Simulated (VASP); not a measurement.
# CoSi2 (Fm-3m) in VASP: a series of runs

Runs on CoSi2. Level: PBEsol. Tasks: electric field gradients.

Program: VASP 6.6.1. These are calculated values, not measurements. Logs are shortened: lines on timing, memory, paths and dates and some standing lists are left out, and cuts for length are marked.

## Step 1: The cell of the first run

Symmetry: Fm-3m, No. 225, cubic system. Conventional cell: a = 5.401 Å, b = 5.401 Å, c = 5.401 Å, α = 90.00°, β = 90.00°, γ = 90.00°. Within 3.1 Å of Co (site symmetry m-3m) lie 8 Si at 2.34 Å. Within 3.1 Å of Si (site symmetry -43m) lie 4 Co at 2.34 Å and 6 Si at 2.70 Å.

## Step 2: Electric field gradients, PBEsol, collinear spin, ferromagnetic start (13.13 Å³/atom)

Input file INCAR:

```
ALGO = Normal
EDIFF = 1E-8
ENCUT = 520
GGA = PS
ISIF = 2
ISMEAR = -1
ISPIN = 2
LASPH = True
LCHARG = False
LEFG = True
LMAXMIX = 4
LORBIT = 11
LREAL = False
LWAVE = False
MAGMOM = 2 0 0
NBANDS = 20
NELM = 150
PREC = Accurate
SIGMA = 0.05
```

Input file KPOINTS:

```
k-points
0
Gamma
  11 11 11
```

Input file POSCAR:

```
CoSi2
1.0
    0.0000000000      2.7002654184      2.7002654184
    2.7002654184      0.0000000000      2.7002654184
    2.7002654184      2.7002654184      0.0000000000
Co Si
1 2
Direct
    0.0000000000      0.0000000000      0.0000000000
    0.2500000000      0.2500000000      0.2500000000
    0.7500000000      0.7500000000      0.7500000000
```

Potentials or basis: VASP PAW PBE potentials, release 64 (Co, Si).

Command:

```
$ cat potpaw_PBE.64/Co/POTCAR potpaw_PBE.64/Si/POTCAR > POTCAR
$ mpirun -np 1 vasp_std > vasp.out
```

OUTCAR:

```text
EDIFF = 1E-8
   ENCUT = 520
   GGA = PS
   ISIF = 2
   ISMEAR = -1
   ISPIN = 2
   LASPH = True
   LORBIT = 11
   LREAL = False
   NELM = 150
   PREC = Accurate

 ion  position               nearest neighbor table
   1  0.000  0.000  0.000-   3 2.34   3 2.34   3 2.34   2 2.34   3 2.34   2 2.34   2 2.34   2 2.34

   2  0.250  0.250  0.250-   1 2.34   1 2.34   1 2.34   1 2.34   3 2.70   3 2.70   3 2.70   3 2.70
                             3 2.70   3 2.70
   3  0.750  0.750  0.750-   1 2.34   1 2.34   1 2.34   1 2.34   2 2.70   2 2.70   2 2.70   2 2.70
                             2 2.70   2 2.70

  LATTYP: Found a face centered cubic cell.
 ALAT       =     5.4005308368

  Lattice vectors:

 A1 = (   0.0000000000,   2.7002654184,   2.7002654184)
 A2 = (   2.7002654184,   0.0000000000,   2.7002654184)
 A3 = (   2.7002654184,   2.7002654184,   0.0000000000)

Analysis of symmetry for initial positions (statically):
=====================================================================
 Subroutine PRICEL returns:
 Original cell was already a primitive cell.

 Routine SETGRP: Setting up the symmetry group for a
 face centered cubic supercell.

 Subroutine GETGRP returns: Found 48 space group operations
 (whereof 48 operations were pure point group operations)
 out of a pool of 48 trial point group operations.

The static configuration has the point symmetry O_h .

Analysis of symmetry for dynamics (positions and initial velocities):
=====================================================================
 Subroutine PRICEL returns:
 Original cell was already a primitive cell.

 Routine SETGRP: Setting up the symmetry group for a
 face centered cubic supercell.

 Subroutine GETGRP returns: Found 48 space group operations
 (whereof 48 operations were pure point group operations)
 out of a pool of 48 trial point group operations.

The dynamic configuration has the point symmetry O_h .

Analysis of structural, dynamic, and magnetic symmetry:
=====================================================================
 Subroutine PRICEL returns:
 Original cell was already a primitive cell.

 Routine SETGRP: Setting up the symmetry group for a
 face centered cubic supercell.

 Subroutine GETGRP returns: Found 48 space group operations
 (whereof 48 operations were pure point group operations)
 out of a pool of 48 trial point group operations.

The overall configuration has the point symmetry O_h .

 Subroutine INISYM returns: Found 48 space group operations
 (whereof 48 operations are pure point group operations),
 and found     1 'primitive' translations

----------------------------------------------------------------------------------------

                                     Primitive cell

  volume of cell :      39.3776

  direct lattice vectors                    reciprocal lattice vectors
     0.000000000  2.700265418  2.700265418    -0.185166983  0.185166983  0.185166983
     2.700265418  0.000000000  2.700265418     0.185166983 -0.185166983  0.185166983
     2.700265418  2.700265418  0.000000000     0.185166983  0.185166983 -0.185166983

  length of vectors
     3.818751977  3.818751977  3.818751977     0.320718622  0.320718622  0.320718622

  position of ions in fractional coordinates (direct lattice)
     0.000000000  0.000000000  0.000000000
     0.250000000  0.250000000  0.250000000
     0.750000000  0.750000000  0.750000000

  ion indices of the primitive-cell ions
   primitive index   ion index
                 1           1
                 2           2
                 3           3

----------------------------------------------------------------------------------------

 KPOINTS: k-points

Automatic generation of k-mesh.
 Grid dimensions read from file:
[... 71 lines left out ...]
   ISIF   =      2    stress and relaxation
   ISYM   =      2    0-nonsym 1-usesym 2-fastsym
   POTIM  = 0.5000    time-step for ionic-motion
   TEBEG  =    0.0;   TEEND  =   0.0 temperature during run
   PSTRESS=    0.0 pullay stress
   NELECT =      17.0000    total number of electrons
   NUPDOWN=      -1.0000    fix difference up-down
   EMIN   =  10.00;   EMAX   =-10.00  energy-range for DOS
   EFERMI =   0.00;   METHOD = LEGACY
   ISMEAR =    -1;   SIGMA  =   0.05  broadening in eV -4-tet -1-fermi 0-gaus
   EFERMI_NEDOS =   21; number of points for ismear=-14 and -15
   IALGO  =     38    algorithm
   IMIX   =      4    mixing-type and parameters
     AMIX     =   0.40;   BMIX     =  1.00
     AMIX_MAG =   1.60;   BMIX_MAG =  1.00
  volume/ion in A,a.u.               =      13.13        88.58
  Fermi-wavevector in a.u.,A,eV,Ry     =   1.237299  2.338156 20.829281  1.530909
  Thomas-Fermi vector in A             =   2.371872
   LORBIT       =     11    0 simple, 1 ext, 2 COOP (PROOUT), +10 PAW based schemes
   GGA     = PS    functional components
   LHFCALC =     F    Hartree Fock is set to
   AEXX    =    0.0000 exact exchange contribution
   IVDW    =     0    specifies the selected vdW correction
   LEPSILON=     F    determine dielectric tensor
   LRPA    =     F    only Hartree local field effects (RPA)
 spin polarized calculation
  energy-cutoff  :      520.00
  volume of cell :       39.38
 maximum number of plane-waves:      1071
   NGX = 15   NGY = 15   NGZ = 15

 number of electron      16.9999992 magnetization       0.0001237

 number of electron      16.9999992 magnetization      -0.0000041

 Free energy of the ion-electron system (eV)
  ---------------------------------------------------
  ext. energy  EPLUGINS =         0.00000000
  ---------------------------------------------------
  free energy    TOTEN  =       -20.93515729 eV

  energy without entropy =      -20.92660299  energy(sigma->0) =      -20.93088014

 E-fermi :   9.6630     XC(G=0): -11.7426

 val. band max:        9.6524883661   @ k =  -0.2727   0.2727   0.0000
 cond. band min:       9.6710359560   @ k =   0.3636   0.1818   0.0000
 fundamental gap:      0.0185475899
 Fermi energy:         9.6630394875

 spin component 1

 k-point     1 :       0.0000    0.0000    0.0000
  band No.  band energies     occupation
      1      -3.2624      1.00000
      2       5.6939      1.00000
      3       5.6939      1.00000
      4       5.6939      1.00000
      5       7.8408      1.00000
      6       7.8408      1.00000
[... 541 lines left out ...]
     19      23.6551      0.00000
     20      25.4519      0.00000

 [... further k-points ...]

 spin component 2

 k-point     1 :       0.0000    0.0000    0.0000
  band No.  band energies     occupation
      1      -3.2624      1.00000
      2       5.6939      1.00000
      3       5.6939      1.00000
      4       5.6939      1.00000
      5       7.8408      1.00000
      6       7.8408      1.00000
[... 541 lines left out ...]
     19      23.6551      0.00000
     20      25.4519      0.00000

 [... further k-points ...]

------------------------ aborting loop because EDIFF is reached ----------------------------------------

  FORCE on cell =-STRESS in cart. coord.  units (eV):
  Direction    XX          YY          ZZ          XY          YZ          ZX
  --------------------------------------------------------------------------------------
  -------------------------------------------------------------------------------------
  Total       -2.0970093     -2.0970093     -2.0970093      0.0000000      0.0000000     -0.0000000
  in kB      -85.3221099    -85.3221099    -85.3221099      0.0000000      0.0000000     -0.0000000
  external PRESSURE =     -85.3221099 kB  Pullay stress =       0.0000000 kB

 VOLUME and BASIS-vectors are now :
 -----------------------------------------------------------------------------
  energy-cutoff  :      520.00
  volume of cell :       39.38
      direct lattice vectors                 reciprocal lattice vectors
     0.000000000  2.700265418  2.700265418    -0.185166983  0.185166983  0.185166983
     2.700265418  0.000000000  2.700265418     0.185166983 -0.185166983  0.185166983
     2.700265418  2.700265418  0.000000000     0.185166983  0.185166983 -0.185166983

 POSITION                                       TOTAL-FORCE (eV/Angst)
 -----------------------------------------------------------------------------------
      0.00000      0.00000      0.00000         0.000000      0.000000      0.000000
      1.35013      1.35013      1.35013        -0.000000     -0.000000     -0.000000
      4.05040      4.05040      4.05040         0.000000      0.000000      0.000000
 -----------------------------------------------------------------------------------
    total drift:                               -0.000000     -0.000000      0.000000

  FREE ENERGIE OF THE ION-ELECTRON SYSTEM (eV)
  ---------------------------------------------------
  free  energy   TOTEN  =       -20.9351572909 eV

  energy  without entropy=      -20.9266029935  energy(sigma->0) =      -20.93088014

 Electric field gradients (V/A^2)
---------------------------------------------------------------------
 ion       V_xx      V_yy      V_zz      V_xy      V_xz      V_yz
---------------------------------------------------------------------
   1      -0.000     0.000     0.000    -0.001    -0.001    -0.001
   2       0.000     0.000    -0.000    -0.000    -0.000    -0.000
   3      -0.000     0.000    -0.000    -0.000    -0.000    -0.000
---------------------------------------------------------------------

 Electric field gradients after diagonalization (V/A^2)
 (convention: |V_zz| > |V_xx| > |V_yy|)
----------------------------------------------------------------------
 ion       V_xx      V_yy      V_zz     asymmetry (V_yy - V_xx)/ V_zz
----------------------------------------------------------------------
   1       0.001     0.001    -0.002       0.000
   2       0.000     0.000    -0.000       0.000
   3       0.000     0.000    -0.000       0.000
----------------------------------------------------------------------

           NMR quadrupolar parameters

 Cq : quadrupolar parameter    Cq=e*Q*V_zz/h
 eta: asymmetry parameters     (V_yy - V_xx)/ V_zz
 Q  : nuclear electric quadrupole moment in mb (millibarn)
----------------------------------------------------------------------
 ion       Cq(MHz)       eta       Q (mb)
----------------------------------------------------------------------
   1      -0.000       0.000       1.000
   2      -0.000       0.000       1.000
   3      -0.000       0.000       1.000
----------------------------------------------------------------------

 total charge

# of ion       s       p       d       tot
------------------------------------------
    1        0.530   0.693   7.576   8.799
    2        0.718   0.855   0.000   1.572
    3        0.718   0.855   0.000   1.572
--------------------------------------------------
tot          1.965   2.402   7.576  11.943

 magnetization (x)

# of ion       s       p       d       tot
------------------------------------------
    1       -0.000  -0.000  -0.000  -0.000
    2        0.000   0.000   0.000   0.000
    3        0.000   0.000   0.000   0.000
--------------------------------------------------
tot          0.000   0.000  -0.000  -0.000
```

Run time: 44 s. Hardware: 1 thread of Intel Xeon 6975P-C (Granite Rapids), shared host; peak memory 0.21 GiB.

Results:

- Free energy: -20.9352 eV
- Pressure: -8.5 GPa
- Net moment: 0.00 μB per cell
- Largest electric field gradient by atom: zero within the noise of the run
- Valence electrons inside the program's atomic spheres: Co 8.80; Si 1.57

Levels at points of the mesh, in eV from the Fermi level:
Spin up:
```csv
k point,band 6,band 7,band 8,band 9,band 10,band 11,band 12,band 13
"(0.00, 0.00, 0.00)",-1.82,0.55,3.33,3.33,3.33,3.42,3.42,3.42
```
Spin down:
| k point | band 5 | band 6 | band 7 | band 8 | band 9 | band 10 | band 11 | band 12 | band 13 | band 14 |
| --- | --- | --- | --- | --- | --- | --- | --- | --- | --- | --- |
| (0.00, 0.00, 0.00) | -1.82 | -1.82 | 0.55 | 3.33 | 3.33 | 3.33 | 3.42 | 3.42 | 3.42 | 5.56 |

Caveat: the cell stands under tension; the PAW data sets were made with another functional, which shifts forces and pressure a little.

(Part 1 of 2 ends here.)
